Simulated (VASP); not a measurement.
Set up this calculation in VASP 6.6.1, as the native input.

```
Task                   : electric field gradients
Functional             : PBEsol
Potentials or basis    : VASP PAW PBE potentials, release 64 (Mg)
Cutoff                 : 520 eV
k mesh                 : 12 × 12 × 7
Occupations            : fermi-dirac, width 0.08 eV
Spin                   : no spin polarisation
Dipole correction      : no
Further INCAR settings : ALGO = Normal; EDIFF = 1e-08; NBANDS = 9
```

The structure of Mg lies in POSCAR:

```
Mg
1.0
    3.2305256058      0.0000000000      0.0000000000
   -1.6152628028      2.7977172422      0.0000000000
    0.0000000000      0.0000000000      5.2448365023
Mg
2
Direct
    0.3333333333      0.6666666667      0.2500000000
    0.6666666667      0.3333333333      0.7500000000
```

These files were run (other wordings do the same):

INCAR

```
SYSTEM = Mg
PREC = Accurate
ENCUT = 520
EDIFF = 1E-8
ISMEAR = -1
SIGMA = 0.08
LREAL = .False.
LASPH = .True.
NELM = 60
ALGO = Normal
ISIF = 2
LWAVE = .False.
LCHARG = .False.
GGA = PS
LEFG = .True.
NBANDS = 9
```

KPOINTS

```
Automatic mesh
0
Gamma
  12 12 7
  0 0 0
```

Potentials or basis: VASP PAW PBE potentials, release 64 (Mg).

Launch:

```console
$ cat potpaw_PBE.64/Mg/POTCAR > POTCAR
$ mpirun -np 1 vasp_std > vasp.out
```

Results of the run:

* Pressure: -1.8 GPa
* Band gap on the k mesh: zero (bands 2 and 3 overlap by 2.23 eV)
* Largest electric field gradient by atom: Mg +1.0 V/Å²

Caveat: without QUAD_EFG the Cq values of the log hold for a quadrupole moment of 1 mb, not for the nuclei; the PAW data sets were made with another functional, which shifts forces and pressure a little.

Wall time 20 s on 1 thread of Intel(R) Xeon(R) Platinum 8259CL CPU @ 2.50GHz (Skylake/Cascade Lake), on a shared host, peak memory 0.17 GiB.
